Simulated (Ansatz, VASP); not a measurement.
Pt: VASP beside Ansatz

INCAR

```
ALGO     = Normal         # electronic algorithm
EDIFF    = 1E-6           # SCF threshold, eV
ENCUT    = 520            # plane-wave cutoff, eV
ISIF     = 2              # what is computed and relaxed
ISMEAR   = -1             # smearing method
LASPH    = True           # aspherical terms in the spheres
LCHARG   = False          # write CHGCAR
LREAL    = False          # projectors in reciprocal space
LWAVE    = False          # write WAVECAR
NBANDS   = 11             # bands
NELM     = 100            # most SCF steps
PREC     = Accurate       # precision mode
SIGMA    = 0.05           # smearing width, eV
```

Contents of KPOINTS:

```
k-points
0
Gamma
  12 12 12
```

The input POSCAR:

```
Pt
1.0
    0.0000000000      1.9343981026      1.9343981026
    1.9343981026      0.0000000000      1.9343981026
    1.9343981026      1.9343981026      0.0000000000
Pt
1
Direct
    0.0000000000      0.0000000000      0.0000000000
```

input.yaml

```yaml
crystal:
  lattice:
    - [0.0, 1.9343981026, 1.9343981026]
    - [1.9343981026, 0.0, 1.9343981026]
    - [1.9343981026, 1.9343981026, 0.0]
  atoms:
    - { symbol: Pt, position: [0.0, 0.0, 0.0] }
kpoints:
  mp_grid: { grid: [12, 12, 12] }
scf:
  occupations: { method: fermi_dirac, width: 0.05 }
hamiltonian:
  xc: lda
  pseudopotentials: { kind: all_electron, lapw: { basis_error: 0.001 } }
output:
  forces: true
  stress: true
  eigenvalues: true
```

Change from the starting cell: volume scaled by 0.96.

Alike in both runs: task single point; functional LDA; k mesh 12 × 12 × 12; occupations fermi-dirac, width 0.05 eV; no spin polarisation.

|  | VASP | Ansatz |
| --- | --- | --- |
| version | VASP 6.6.1 | Ansatz 0.2.0 |
| potentials or method | VASP PAW LDA potentials, release 64 (Pt), cutoff 520 eV | all-electron LAPW, scalar-relativistic |

|  | VASP | Ansatz | Ansatz less VASP |
| --- | --- | --- | --- |
| gap on the k mesh at the Fermi level (eV) | none | none | - |
| pressure (GPa) | 7.3 | 6.4 | -0.87 |

LDA's correlation is that of Perdew and Zunger in VASP and of Perdew and Wang (1992) in Ansatz. A gap of «none» marks a metal or a gap that the smearing closes. Ansatz ran all-electron here, and VASP with PAW potentials.

Spin-orbit coupling is off throughout.
